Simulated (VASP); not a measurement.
AlN: single point with PBE

The system is AlN.

```
Al N
1.0
     3.27107    0.00000    0.00000
    -1.63553    2.83283    0.00000
     0.00000    0.00000    4.88256
Al N
2 2
Direct
  0.66667 0.33333 0.49507
  0.33333 0.66667 0.99507
  0.66667 0.33333 0.88493
  0.33333 0.66667 0.38493
```

This cell differs from its parent crystal: biaxial strain in the a-b plane: +4.5 %.

```json
{
  "Program": "VASP 6.6.1",
  "Task": "single point",
  "Functional": "PBE",
  "Potentials or basis": "VASP PAW PBE potentials, release 64 (Al, N)",
  "Cutoff": "520 eV",
  "k mesh": "12 × 12 × 6",
  "Occupations": "gaussian, width 0.02 eV",
  "Spin": "no spin polarisation"
}
```

```
Pressure               : -11.1 GPa
Largest force          : 0.219 eV/Å
Band gap on the k mesh : 3.23 eV, direct
```

Forces in eV/Å, atoms in the order of the input:
```
Al   0.000  0.000 -0.219
Al   0.000  0.000 -0.219
N    0.000  0.000  0.219
N    0.000  0.000  0.219
```

Stress tensor (GPa, compression positive):
```
-17.33   0.00   0.00
  0.00 -17.33   0.00
  0.00   0.00   1.48
```

Levels at points of the mesh, in eV from the valence-band top:
| k point | band 4 | band 5 | band 6 | band 7 | band 8 | band 9 | band 10 | band 11 | band 12 | band 13 |
| --- | --- | --- | --- | --- | --- | --- | --- | --- | --- | --- |
| (0.00, 0.00, 0.00) | -1.40 | -1.40 | -0.56 | -0.56 | 0.00 | 3.23 | 5.11 | 9.68 | 9.68 | 10.13 |
| (0.50, 0.00, 0.00) | -4.05 | -3.41 | -2.54 | -1.87 | -0.90 | 4.92 | 5.80 | 7.23 | 9.38 | 10.03 |
| (0.00, 0.00, 0.50) | -3.20 | -0.99 | -0.99 | -0.99 | -0.99 | 5.32 | 5.32 | 9.70 | 9.70 | 10.00 |
| (0.50, 0.00, 0.50) | -5.63 | -1.82 | -1.82 | -1.34 | -1.34 | 4.93 | 4.93 | 8.59 | 8.59 | 10.78 |

Run time: 23 s on 1 thread of Intel(R) Xeon(R) Platinum 8559C (Emerald Rapids), with other jobs on the host, peak memory 0.18 GiB.

Caveat: the cell differs from its parent crystal (biaxial strain in the a-b plane: +4.5 %). A k mesh can miss the band edges.
